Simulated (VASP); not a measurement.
The system is CdS (Greenockite).

```xyz
4
Lattice="4.1500 0.0000 0.0000 -2.0750 3.5940 0.0000 0.0000 0.0000 6.7370" Properties=species:S:1:pos:R:3 pbc="T T T"
Cd    0.0000    2.3960    0.0000
Cd    2.0750    1.1980    3.3685
S     0.0000    2.3960    2.5264
S     2.0750    1.1980    5.8949
```

```yaml
Program: VASP 6.6.1
Task: relaxation of cell and atoms
Functional: LDA
Potentials_or_basis: VASP PAW LDA potentials, release 64 (Cd, S)
Cutoff: 600 eV
k_mesh: 6 × 6 × 4
Occupations: fermi-dirac, width 0.02 eV
Spin: no spin polarisation
```

At the start: pressure -2.7 GPa; volume 25.12 Å³/atom.

**Question.** Where does the relaxation end?

**Answer.** Over 6 steps the energy falls by 9.8 meV/atom and the volume is 24.04 Å³/atom (-4.3 %); space group P6_3mc (No. 186, to 0.05 Å).

Step by step:
```
step  energy change (eV)  largest force (eV/Å)  pressure (GPa)  volume (Å³)
   1              0.0000                0.0626           -2.70       100.48
   2             -0.0329                0.0034            1.24        94.46
   3             -0.0392                0.0190            0.01        96.11
   4             -0.0392                0.0179            0.08        96.02
   5             -0.0392                0.0001           -0.06        96.18
   6             -0.0392                0.0044           -0.01        96.14
```

Final structure:
```
Cd S
1.0
     4.08379    0.00000    0.00000
    -2.04189    3.53666    0.00000
     0.00000    0.00000    6.65682
Cd S
2 2
Direct
  0.33333 0.66667 0.99958
  0.66667 0.33333 0.49958
  0.33333 0.66667 0.37542
  0.66667 0.33333 0.87542
```
